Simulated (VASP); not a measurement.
A run of VASP 6.6.1 is set up as follows.

The input INCAR:

```
SYSTEM = Zn3O4
ALGO = Normal ; EDIFF = 1E-6
EDIFFG = -0.04 ; ENCUT = 600
GGA = PE ; IBRION = 2
ISIF = 3 ; ISMEAR = 0
LASPH = .TRUE. ; LCHARG = .FALSE.
LREAL = .FALSE. ; LWAVE = .FALSE.
NELM = 80 ; NSW = 90
PREC = Accurate ; SIGMA = 0.1
```

Contents of KPOINTS:

```
k-points
0
G
  6 6 6
  0 0 0
```

POSCAR

```
Zn3O4
1.0
    5.4366171288      0.0000000000      0.0000000000
   -2.7183085644      4.7082485442      0.0000000000
    0.0000000000      0.0000000000      3.2153151778
Zn O
3 4
Direct
    0.0000000000      0.5000000000      0.0000000000
    0.5000000000      0.0000000000      0.0000000000
    0.5000000000      0.5000000000      0.0000000000
    0.0000000000      0.0000000000      0.2077853079
    0.0000000000      0.0000000000      0.7922146921
    0.3333333333      0.6666666667      0.5000000000
    0.6666666667      0.3333333333      0.5000000000
```

Potentials or basis: VASP PAW PBE potentials, release 64 (Zn, O).

The run is started by

```bash
$ cat potpaw_PBE.64/Zn/POTCAR potpaw_PBE.64/O/POTCAR > POTCAR
$ mpirun -np 1 vasp_std > vasp.out
```

Problem. Estimate the relaxed cell.

Solution. a = 5.394 Å, b = 5.394 Å, c = 3.238 Å, α = 90.00°, β = 90.00°, γ = 120.00°.

Problem. What does it give for the band gap on the k mesh?

Solution. Zero (bands 30 and 31 overlap by 0.57 eV).

Problem. Predict the relaxed volume.

Solution. 11.66 Å³/atom.

Problem. Estimate the space group after relaxing (to 0.1 Å).

Solution. P6/mmm (No. 191).

Step by step:
```tsv
step	energy change (eV)	largest force (eV/Å)	pressure (GPa)	volume (Å³)
1	0.0000	0.7142	0.75	82.30
2	0.0377	1.5233	-2.75	82.96
3	-0.0095	0.0966	-0.40	82.49
4	-0.0128	0.0299	-0.48	82.25
5	-0.0135	0.0141	-0.50	82.07
6	-0.0142	0.0737	0.06	81.58
7	-0.0142	0.0702	0.06	81.61
8	-0.0142	0.0664	0.02	81.64
9	-0.0141	0.1234	-0.03	81.52
10	-0.0143	0.0035	-0.03	81.60
```

Caveat: semilocal functionals underestimate gaps, so a narrow gap can read as zero.
